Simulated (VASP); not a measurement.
## SnTe: single point with PBEsol

SnTe:

```xyz
2
Lattice="0.0000 3.5432 2.5051 3.5432 0.0000 2.5051 3.5432 3.5432 0.0000" Properties=species:S:1:pos:R:3 pbc="T T T"
Sn    0.0000    0.0000    0.0000
Te    3.5432    3.5432    2.5051
```

This cell differs from its parent crystal: ratio of the length along z to the lengths across it x 0.707, volume and fractional coordinates fixed.

- Program: VASP 6.6.1
- Task: single point
- Functional: PBEsol
- Potentials or basis: VASP PAW PBE potentials, release 64 (Sn_d, Te)
- Cutoff: 520 eV
- k mesh: 10 × 10 × 10
- Occupations: gaussian, width 0.03 eV
- Spin: no spin polarisation
- Dipole correction: no
- Further INCAR settings: ALGO = Normal; EDIFF = 1e-07; NBANDS = 17

* Pressure: 14.2 GPa
* Band gap on the k mesh: zero (bands 10 and 11 overlap by 2.33 eV)

Stress tensor (GPa, compression positive):
```
-3.60  0.00  0.00
 0.00 -3.60  0.00
 0.00  0.00 49.74
```

Levels at points of the mesh, in eV from the Fermi level:
```
           k point  band 6  band 7  band 8  band 9  band 10  band 11  band 12  band 13  band 14  band 15
(0.00, 0.00, 0.00)  -13.69   -5.23   -3.96   -1.67    -1.67     1.26     1.26     3.93     4.47     4.47
(0.50, 0.00, 0.00)  -12.51   -9.41   -2.58   -2.56    -1.07    -0.61     2.58     3.11     6.69     6.83
(0.50, 0.50, 0.00)  -11.98   -6.64   -6.11   -4.82    -4.82     1.43     4.44     4.44     7.58     9.07
(0.50, 0.00, 0.50)  -12.77   -5.90   -5.89   -5.07    -1.81     1.19     2.90     5.05     5.93     8.23
```

It took 95 s on 1 thread of Intel(R) Xeon(R) Platinum 8488C (Sapphire Rapids), with other jobs on the host, peak memory 0.27 GiB.

Caveat: the stress differs along the axes, from -4 to 50 GPa; the PAW data sets were made with another functional, which shifts forces and pressure a little; spin-orbit coupling is left out, which moves the levels of the heavy elements.
